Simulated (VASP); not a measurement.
# CsPbCl3 (Pm-3m) in VASP: further runs

CsPbCl3 is run at these levels: revPBE, PBE, LDA, PBEsol; tasks: relaxation of cell and atoms, single point.

Everything below comes from runs of VASP 6.6.1. Logs are shortened: lines on timing, memory, paths and dates and some standing lists are left out, and cuts for length are marked.

## 1. The cell of the first run

The structure is cubic, space group Pm-3m (No. 221). Conventional cell: a = 5.605 Å, b = 5.605 Å, c = 5.605 Å, α = 90.00°, β = 90.00°, γ = 90.00°. Within 3.7 Å of Pb (site symmetry m-3m) lie 6 Cl at 2.80 Å. Cs (site symmetry m-3m) has 12 Cl at 3.96 Å and 8 Pb at 4.85 Å within 5.2 Å. Cl (site symmetry 4/mmm) has 2 Pb at 2.80 Å within 3.7 Å.

## 2. Relaxation of cell and atoms, revPBE

INCAR reads:

```
  ALGO = Normal
  EDIFF = 1E-6
  EDIFFG = -0.01
  ENCUT = 600
  GGA = RE
  IBRION = 2
  ISIF = 3
  ISMEAR = -1
  LASPH = True
  LCHARG = False
  LREAL = False
  LWAVE = False
  NELM = 100
  NSW = 60
  PREC = Accurate
  SIGMA = 0.05
```

KPOINTS reads:

```
k-points
0
Gamma
  5 5 5
```

POSCAR reads:

```
CsPbCl3
1.0
    5.6050000000      0.0000000000      0.0000000000
    0.0000000000      5.6050000000      0.0000000000
    0.0000000000      0.0000000000      5.6050000000
Pb Cs Cl
1 1 3
Direct
    0.5000000000      0.5000000000      0.5000000000
    0.0000000000      0.0000000000      0.0000000000
    0.5000000000      0.0000000000      0.5000000000
    0.0000000000      0.5000000000      0.5000000000
    0.5000000000      0.5000000000      0.0000000000
```

Potentials or basis: VASP PAW PBE potentials, release 64 (Pb_d, Cs_sv, Cl).

On the command line:

```console
> cat potpaw_PBE.64/Pb_d/POTCAR potpaw_PBE.64/Cs_sv/POTCAR potpaw_PBE.64/Cl/POTCAR > POTCAR
> mpirun -np 1 vasp_std > vasp.out
```

OUTCAR:

```text
EDIFF = 1E-6
   EDIFFG = -0.01
   ENCUT = 600
   GGA = RE
   IBRION = 2
   ISIF = 3
   ISMEAR = -1
   LASPH = True
   LREAL = False
   NELM = 100
   NSW = 60
   PREC = Accurate

 ion  position               nearest neighbor table
   1  0.500  0.500  0.500-   3 2.80   4 2.80   5 2.80   5 2.80   3 2.80   4 2.80
   2  0.000  0.000  0.000-
   3  0.500  0.000  0.500-   1 2.80   1 2.80
   4  0.000  0.500  0.500-   1 2.80   1 2.80
   5  0.500  0.500  0.000-   1 2.80   1 2.80

  LATTYP: Found a simple cubic cell.
 ALAT       =     5.6050000000

  Lattice vectors:

 A1 = (   5.6050000000,   0.0000000000,   0.0000000000)
 A2 = (   0.0000000000,   5.6050000000,   0.0000000000)
 A3 = (   0.0000000000,   0.0000000000,   5.6050000000)

Analysis of symmetry for initial positions (statically):
=====================================================================
 Subroutine PRICEL returns:
 Original cell was already a primitive cell.

 Routine SETGRP: Setting up the symmetry group for a
 simple cubic supercell.

 Subroutine GETGRP returns: Found 48 space group operations
 (whereof 48 operations were pure point group operations)
 out of a pool of 48 trial point group operations.

The static configuration has the point symmetry O_h .

Analysis of symmetry for dynamics (positions and initial velocities):
=====================================================================
 Subroutine PRICEL returns:
 Original cell was already a primitive cell.

 Routine SETGRP: Setting up the symmetry group for a
 simple cubic supercell.

 Subroutine GETGRP returns: Found 48 space group operations
 (whereof 48 operations were pure point group operations)
 out of a pool of 48 trial point group operations.

The dynamic configuration has the point symmetry O_h .

 Subroutine INISYM returns: Found 48 space group operations
 (whereof 48 operations are pure point group operations),
 and found     1 'primitive' translations

----------------------------------------------------------------------------------------

                                     Primitive cell

  volume of cell :     176.0868

  direct lattice vectors                    reciprocal lattice vectors
     5.605000000  0.000000000  0.000000000     0.178412132  0.000000000  0.000000000
     0.000000000  5.605000000  0.000000000     0.000000000  0.178412132  0.000000000
     0.000000000  0.000000000  5.605000000     0.000000000  0.000000000  0.178412132

  length of vectors
[... 63 lines left out ...]
 SYSTEM =  unknown system
   PREC   = accura    normal or accurate (medium, high low for compatibility)
   ISTART =      0    job   : 0-new  1-cont  2-samecut
   ICHARG =      2    charge: 1-file 2-atom 10-const
   ISPIN  =      1    spin polarized calculation?
   LNONCOLLINEAR =      F non collinear calculations
   LSORBIT =      F    spin-orbit coupling
   LASPH  =      T    aspherical Exc in radial PAW
   ENCUT  =  600.0 eV  44.10 Ry    6.64 a.u.  11.19 11.19 11.19*2*pi/ulx,y,z
   NELM   =    100;   NELMIN=  2; NELMDL= -5     # of ELM steps
   EDIFF  = 0.1E-05   stopping-criterion for ELM
   LREAL  =      F    real-space projection
   EDIFFG = -.1E-01   stopping-criterion for IOM
   NSW    =     60    number of steps for IOM
   IBRION =      2    ionic relax: 0-MD 1-quasi-New 2-CG
   NFREE  =      1    steps in history (QN), initial steepest desc. (CG)
   ISIF   =      3    stress and relaxation
   ISYM   =      2    0-nonsym 1-usesym 2-fastsym
   POTIM  = 0.5000    time-step for ionic-motion
   TEBEG  =    0.0;   TEEND  =   0.0 temperature during run
   PSTRESS=    0.0 pullay stress
   NELECT =      44.0000    total number of electrons
   NUPDOWN=      -1.0000    fix difference up-down
   EMIN   =  10.00;   EMAX   =-10.00  energy-range for DOS
   EFERMI =   0.00;   METHOD = LEGACY
   ISMEAR =    -1;   SIGMA  =   0.05  broadening in eV -4-tet -1-fermi 0-gaus
   EFERMI_NEDOS =   21; number of points for ismear=-14 and -15
   IALGO  =     38    algorithm
   IMIX   =      4    mixing-type and parameters
     AMIX     =   0.40;   BMIX     =  1.00
     AMIX_MAG =   1.60;   BMIX_MAG =  1.00
  volume/ion in A,a.u.               =      35.22       237.66
  Fermi-wavevector in a.u.,A,eV,Ry     =   1.031138  1.948568 14.466333  1.063245
  Thomas-Fermi vector in A             =   2.165271
   LORBIT       =      0    0 simple, 1 ext, 2 COOP (PROOUT), +10 PAW based schemes
   GGA     = RE    functional components
   LHFCALC =     F    Hartree Fock is set to
   AEXX    =    0.0000 exact exchange contribution
   IVDW    =     0    specifies the selected vdW correction
   LEPSILON=     F    determine dielectric tensor
   LRPA    =     F    only Hartree local field effects (RPA)
 conjugate gradient relaxation of ions
 non-spin polarized calculation
  energy-cutoff  :      600.00
  volume of cell :      176.09
 maximum number of plane-waves:      5896
 NGX is ok and might be reduce to    48
   NGX = 23   NGY = 23   NGZ = 23

--------------------------------------- Ionic step        1  -------------------------------------------

 number of electron      43.9999992 magnetization

 Free energy of the ion-electron system (eV)
  ---------------------------------------------------
  ext. energy  EPLUGINS =         0.00000000
  ---------------------------------------------------
  free energy    TOTEN  =       -16.46034522 eV

  energy without entropy =      -16.46034522  energy(sigma->0) =      -16.46034522

------------------------ aborting loop because EDIFF is reached ----------------------------------------

  FORCE on cell =-STRESS in cart. coord.  units (eV):
  Direction    XX          YY          ZZ          XY          YZ          ZX
  --------------------------------------------------------------------------------------
  -------------------------------------------------------------------------------------
  Total        3.2168637      3.2168637      3.2168637      0.0000000     -0.0000000      0.0000000
  in kB       29.2695737     29.2695737     29.2695737      0.0000000     -0.0000000      0.0000000
  external PRESSURE =      29.2695737 kB  Pullay stress =       0.0000000 kB
[... 104 lines left out ...]
--------------------------------------- Ionic step        4  -------------------------------------------

 number of electron      44.0000002 magnetization

 Free energy of the ion-electron system (eV)
  ---------------------------------------------------
  ext. energy  EPLUGINS =         0.00000000
  ---------------------------------------------------
  free energy    TOTEN  =       -16.64075077 eV

  energy without entropy =      -16.64075077  energy(sigma->0) =      -16.64075077

 E-fermi :   1.2058     XC(G=0):  -7.0402

 val. band max:        0.0893339184   @ k =   0.4000   0.4000   0.4000
 cond. band min:       3.3456002240   @ k =   0.4000   0.4000   0.4000
 fundamental gap:      3.2562663056
 Fermi energy:         1.2058327337

 k-point     1 :       0.0000    0.0000    0.0000
  band No.  band energies     occupation
      1     -20.3655      2.00000
      2     -15.8709      2.00000
      3     -15.8709      2.00000
      4     -15.7650      2.00000
      5     -15.7650      2.00000
      6     -15.7650      2.00000
[... 311 lines left out ...]
  FREE ENERGIE OF THE ION-ELECTRON SYSTEM (eV)
  ---------------------------------------------------
  free  energy   TOTEN  =       -16.6407507689 eV

  energy  without entropy=      -16.6407507689  energy(sigma->0) =      -16.64075077

 reached required accuracy - stopping structural energy minimisation
```

OSZICAR:

```text
N       E                     dE             d eps       ncg     rms          rms(c)
DAV:   1     0.455250420845E+03    0.45525E+03   -0.21026E+04   520   0.172E+03
DAV:   2     0.454595080021E+02   -0.40979E+03   -0.40027E+03   640   0.373E+02
DAV:   3    -0.145672547171E+02   -0.60027E+02   -0.59667E+02   632   0.150E+02
[... 38 lines left out ...]
DAV:   3    -0.166407405771E+02    0.40162E-03   -0.15016E-03   614   0.373E-01    0.490E-02
DAV:   4    -0.166407439153E+02   -0.33382E-05   -0.74506E-05   736   0.786E-02    0.142E-02
DAV:   5    -0.166407480078E+02   -0.40925E-05   -0.88341E-06   688   0.207E-02    0.609E-03
DAV:   6    -0.166407503250E+02   -0.23172E-05   -0.60844E-07   346   0.825E-03    0.142E-03
DAV:   7    -0.166407507689E+02   -0.44393E-06   -0.14774E-07   296   0.463E-03
   4 F= -.16640751E+02 E0= -.16640751E+02  d E =-.180406E+00
```

Run time: 99 s. Hardware: 1 thread of Intel Xeon Platinum 8559C (Emerald Rapids), shared host; peak memory 0.36 GiB.

Results:

```
Free energy                           : -16.6408 eV
Relaxed volume                        : 39.63 Å³/atom
Relaxed cell                          : a = 5.830 Å, b = 5.830 Å, c = 5.830 Å, α = 90.00°, β = 90.00°, γ = 90.00°
Space group after relaxing (to 0.1 Å) : Pm-3m (No. 221)
Energy gained by relaxing             : 36.1 meV/atom
Ionic steps                           : 4
Pressure after relaxing               : 0.0 GPa
Band gap on the k mesh                : 3.26 eV
```

The path:
```
step  energy change (eV)  largest force (eV/Å)  pressure (GPa)  volume (Å³)
   1              0.0000                0.0000            2.93       176.09
   2             -0.1722                0.0000            0.53       193.00
   3             -0.1803                0.0000           -0.06       198.73
   4             -0.1804                0.0000            0.00       198.14
```

Final structure:
```
CELL_PARAMETERS angstrom
5.82990 0.00000 0.00000
0.00000 5.82990 0.00000
0.00000 0.00000 5.82990
ATOMIC_POSITIONS crystal
Pb 0.50000 0.50000 0.50000
Cs 0.00000 0.00000 0.00000
Cl 0.50000 0.00000 0.50000
Cl 0.00000 0.50000 0.50000
Cl 0.50000 0.50000 0.00000
```

Caveat: the PAW data sets were made with another functional, which shifts forces and pressure a little; spin-orbit coupling is left out, which moves the levels of the heavy elements; an odd mesh through Γ misses points on the zone boundary, where band edges can lie.

## 3. Relaxation of cell and atoms, PBE

INCAR reads:

```
ALGO = Normal
EDIFF = 1E-6
EDIFFG = -0.01
ENCUT = 600
GGA = PE
IBRION = 2
ISIF = 3
ISMEAR = -1
LASPH = T
LCHARG = F
LREAL = F
LWAVE = F
NELM = 60
NSW = 60
PREC = Accurate
SIGMA = 0.05
```

KPOINTS is that of step 2.

POSCAR is that of step 2.

Potentials or basis: VASP PAW PBE potentials, release 64 (Pb_d, Cs_sv, Cl).

On the command line:

```console
> cat potpaw_PBE.64/Pb_d/POTCAR potpaw_PBE.64/Cs_sv/POTCAR potpaw_PBE.64/Cl/POTCAR > POTCAR
> mpirun -np 1 vasp_std > vasp.out
```

Run time: 77 s. Hardware: 1 thread of Intel Xeon Platinum 8559C (Emerald Rapids), shared host; peak memory 0.36 GiB.

The run converged. Its results:

```yaml
Free_energy: -17.5701 eV
Relaxed_volume: 37.68 Å³/atom
Relaxed_cell: a = 5.733 Å, b = 5.733 Å, c = 5.733 Å, α = 90.00°, β = 90.00°, γ = 90.00°
Space_group_after_relaxing_to_0.1_Å: Pm-3m (No. 221)
Energy_gained_by_relaxing: 12.4 meV/atom
Ionic_steps: 3
Pressure_after_relaxing: 0.0 GPa
Band_gap_on_the_k_mesh: 3.10 eV
```

Step by step:
| step | energy change (eV) | largest force (eV/Å) | pressure (GPa) | volume (Å³) |
| --- | --- | --- | --- | --- |
| 1 | 0.0000 | 0.0000 | 1.72 | 176.09 |
| 2 | -0.0596 | 0.0000 | 0.29 | 185.91 |
| 3 | -0.0618 | 0.0000 | -0.02 | 188.41 |

Final structure:
```
Pb Cs Cl
1.0
     5.73284    0.00000    0.00000
     0.00000    5.73284    0.00000
     0.00000    0.00000    5.73284
Pb Cs Cl
1 1 3
Direct
  0.50000 0.50000 0.50000
  0.00000 0.00000 0.00000
  0.50000 0.00000 0.50000
  0.00000 0.50000 0.50000
  0.50000 0.50000 0.00000
```

Levels at points of the mesh, in eV from the valence-band top:
```tsv
k point	band 19	band 20	band 21	band 22	band 23	band 24	band 25	band 26
(0.00, 0.00, 0.00)	-1.63	-1.55	-1.55	-1.55	4.17	5.25	5.25	6.13
```

Caveat: spin-orbit coupling is left out, which moves the levels of the heavy elements; an odd mesh through Γ misses points on the zone boundary, where band edges can lie. Expect the measured gap to be larger: semilocal functionals such as PBE lack the derivative discontinuity.

## 4. Single point, LDA

This run uses another cell than the first one, of 33.54 Å³/atom.

INCAR reads:

```
SYSTEM = CsPbCl3
ALGO = Normal
EDIFF = 1E-6
ENCUT = 520
GGA = CA
ISIF = 2
ISMEAR = -1
LASPH = .TRUE.
LCHARG = .FALSE.
LREAL = .FALSE.
LWAVE = .FALSE.
NBANDS = 30
NELM = 100
PREC = Accurate
SIGMA = 0.05
```

KPOINTS reads:

```
k-points
0
G
  5 5 5
  0 0 0
```

Changes to POSCAR since step 3:

```diff
@@ -2,5 +2,5 @@
 1.0
-    5.6050000000      0.0000000000      0.0000000000
-    0.0000000000      5.6050000000      0.0000000000
-    0.0000000000      0.0000000000      5.6050000000
+    5.5143232746      0.0000000000      0.0000000000
+    0.0000000000      5.5143232746      0.0000000000
+    0.0000000000      0.0000000000      5.5143232746
 Pb Cs Cl
```

Potentials or basis: VASP PAW LDA potentials, release 64 (Pb_d, Cs_sv, Cl).

On the command line:

```console
> cat potpaw_LDA.64/Pb_d/POTCAR potpaw_LDA.64/Cs_sv/POTCAR potpaw_LDA.64/Cl/POTCAR > POTCAR
> mpirun -np 1 vasp_std > vasp.out
```

Run time: 20 s. Hardware: 1 thread of Intel Xeon 6975P-C (Granite Rapids), shared host; peak memory 0.23 GiB.

It converged, with:

| Property | Result |
| --- | --- |
| Free energy | -19.4414 eV |
| Pressure | 0.1 GPa |
| Band gap on the k mesh | 2.67 eV |

Levels at points of the mesh, in eV from the valence-band top:
```csv
k point,band 19,band 20,band 21,band 22,band 23,band 24,band 25,band 26
"(0.00, 0.00, 0.00)",-2.32,-2.18,-2.18,-2.18,3.42,4.35,4.35,5.35
```

Caveat: spin-orbit coupling is left out, which moves the levels of the heavy elements; an odd mesh through Γ misses points on the zone boundary, where band edges can lie.

## 5. Single point, PBEsol

This run uses another cell than the first one, of 35.41 Å³/atom.

INCAR reads:

```
PREC = Accurate ; ENCUT = 520
EDIFF = 1E-6 ; ISMEAR = -1
SIGMA = 0.05 ; LREAL = False
LASPH = True ; NELM = 60
ALGO = Normal ; ISIF = 2
LWAVE = False ; LCHARG = False
GGA = PS ; NBANDS = 30
```

KPOINTS reads:

```
Automatic mesh
0
Gamma
  5 5 5
```

Changes to POSCAR since step 4:

```diff
@@ -2,5 +2,5 @@
 1.0
-    5.5143232746      0.0000000000      0.0000000000
-    0.0000000000      5.5143232746      0.0000000000
-    0.0000000000      0.0000000000      5.5143232746
+    5.6154639533      0.0000000000      0.0000000000
+    0.0000000000      5.6154639533      0.0000000000
+    0.0000000000      0.0000000000      5.6154639533
 Pb Cs Cl
```

Potentials or basis: VASP PAW PBE potentials, release 64 (Pb_d, Cs_sv, Cl).

On the command line:

```console
> cat potpaw_PBE.64/Pb_d/POTCAR potpaw_PBE.64/Cs_sv/POTCAR potpaw_PBE.64/Cl/POTCAR > POTCAR
> mpirun -np 1 vasp_std > vasp.out
```

Wall time 23 s (1 thread of Intel Xeon 6975P-C (Granite Rapids), shared host); peak memory 0.27 GiB.

The run converged. Its results:

```
Free energy            : -18.3904 eV
Pressure               : 0.0 GPa
Band gap on the k mesh : 2.87 eV
```

Levels at points of the mesh, in eV from the valence-band top:
```csv
k point,band 20,band 21,band 22,band 23,band 24,band 25
"(0.00, 0.00, 0.00)",-1.88,-1.88,-1.88,3.85,4.86,4.86
```

Caveat: the PAW data sets were made with another functional, which shifts forces and pressure a little; spin-orbit coupling is left out, which moves the levels of the heavy elements; an odd mesh through Γ misses points on the zone boundary, where band edges can lie.

## 6. The runs side by side

| task | level | potentials or basis | cell | cutoff (eV) | gap on the mesh (eV) | pressure (GPa) | relaxed volume (Å³/atom) |
| --- | --- | --- | --- | --- | --- | --- | --- |
| relaxation of cell and atoms | revPBE | VASP PAW PBE potentials, release 64 (Pb_d, Cs_sv, Cl) | relaxed from a = 5.605 Å, 5 atoms | 600 | 3.26 | 0.0 | 39.63 |
| relaxation of cell and atoms | PBE | VASP PAW PBE potentials, release 64 (Pb_d, Cs_sv, Cl) | relaxed from a = 5.605 Å, 5 atoms | 600 | 3.10 | 0.0 | 37.68 |
| single point | LDA | VASP PAW LDA potentials, release 64 (Pb_d, Cs_sv, Cl) | a = 5.514 Å, 5 atoms | 520 | 2.67 | 0.1 | - |
| single point | PBEsol | VASP PAW PBE potentials, release 64 (Pb_d, Cs_sv, Cl) | a = 5.615 Å, 5 atoms | 520 | 2.87 | 0.0 | - |

Alike in all rows: no spin polarisation; k mesh 5 × 5 × 5; smearing fermi-dirac 0.05 eV.

Caveats: spin-orbit coupling is left out, which moves the levels of the heavy elements; an odd mesh through Γ misses points on the zone boundary, where band edges can lie; the PAW data sets were made with another functional, which shifts forces and pressure a little (at least some runs).

Absolute energies hang on the potentials; compare differences alone.
